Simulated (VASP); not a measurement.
Here is a VASP 6.6.1 calculation.

File INCAR:

```
PREC = Accurate
ENCUT = 520
EDIFF = 1E-7
ISMEAR = 1
SIGMA = 0.05
LREAL = F
LASPH = T
NELM = 150
ALGO = Normal
ISIF = 2
LWAVE = F
LCHARG = F
MAGMOM = 0 0 0 0 0 0 0 0 0
LORBIT = 11
LSORBIT = T
GGA_COMPAT = F
LORBMOM = T
LMAXMIX = 4
LDAU = T
LDAUTYPE = 2
LDAUL = 2 -1
LDAUU = 8 0
LDAUJ = 0 0
LDAUPRINT = 1
GGA = PE
NBANDS = 39
```

Contents of KPOINTS:

```
Automatic mesh
0
Gamma
  8 8 4
```

Contents of POSCAR:

```
MoS2
1.0
    3.2274645616      0.0000000000      0.0000000000
   -1.6137322808      2.7950663001      0.0000000000
    0.0000000000      0.0000000000      6.3124734200
Mo S
1 2
Direct
    0.0000000000      0.0000000000      0.5000000000
    0.6666666667      0.3333333333      0.7446806800
    0.3333333333      0.6666666667      0.2553193200
```

Potentials or basis: VASP PAW PBE potentials, release 64 (Mo_sv, S).

The run is started by

```bash
$ cat potpaw_PBE.64/Mo_sv/POTCAR potpaw_PBE.64/S/POTCAR > POTCAR
$ mpirun -np 1 vasp_ncl > vasp.out
```

(1) Estimate the net moment.

(2) What does it give for the pressure?

(3) Predict the largest force.

Results:

(1) 0.00 μB per cell.

(2) 8.3 GPa.

(3) 0.773 eV/Å.

Caveat: this functional lacks dispersion, which binds the layers, so the pressure and a relaxed spacing across them are unreliable.
